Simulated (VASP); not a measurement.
# B2H6: single point with PBE

Molecule: B2H6, in a box.

```xyz
8
Lattice="14.0000 0.0000 0.0000 0.0000 14.5000 0.0000 0.0000 0.0000 15.0000" Properties=species:S:1:pos:R:3 pbc="T T T"
B     7.8812    7.2477    7.5031
B     6.1262    7.2526    7.5020
H     7.0031    7.2469    8.4881
H     7.0044    7.2554    6.5170
H     8.4669    8.2902    7.5080
H     8.4604    6.2017    7.4992
H     5.5461    8.2982    7.5059
H     5.5411    6.2097    7.4972
```

```json
{"Program": "VASP 6.6.1", "Task": "single point", "Functional": "PBE", "Potentials or basis": "VASP PAW PBE potentials, release 64 (B, H)", "Cutoff": "520 eV", "k mesh": "1 × 1 × 1", "Occupations": "gaussian, width 0.005 eV", "Spin": "no spin polarisation", "Dipole correction": "no", "Further INCAR settings": "ALGO = Normal; EDIFF = 1e-06; NBANDS = 16; ISYM = 0"}
```

```
Largest force                   : 0.011 eV/Å
Gap between the frontier levels : 5.81 eV
```

Forces in eV/Å, atoms in the order of the input:
```
B    0.000  0.001  0.000
B    0.000  0.001  0.000
H   -0.001 -0.001  0.011
H   -0.001 -0.001 -0.011
H    0.005  0.007  0.000
H    0.005 -0.007  0.000
H   -0.005  0.006  0.000
H   -0.004 -0.006  0.000
```

Levels at points of the mesh, in eV from the valence-band top:
```tsv
k point	band 3	band 4	band 5	band 6	band 7	band 8	band 9	band 10
(0.00, 0.00, 0.00)	-2.85	-1.59	-1.23	0.00	5.81	7.38	7.99	8.10
```

It took 3.2 min on 1 thread of Intel(R) Xeon(R) Platinum 8488C (Sapphire Rapids), on a shared host, peak memory 1.8 GiB.
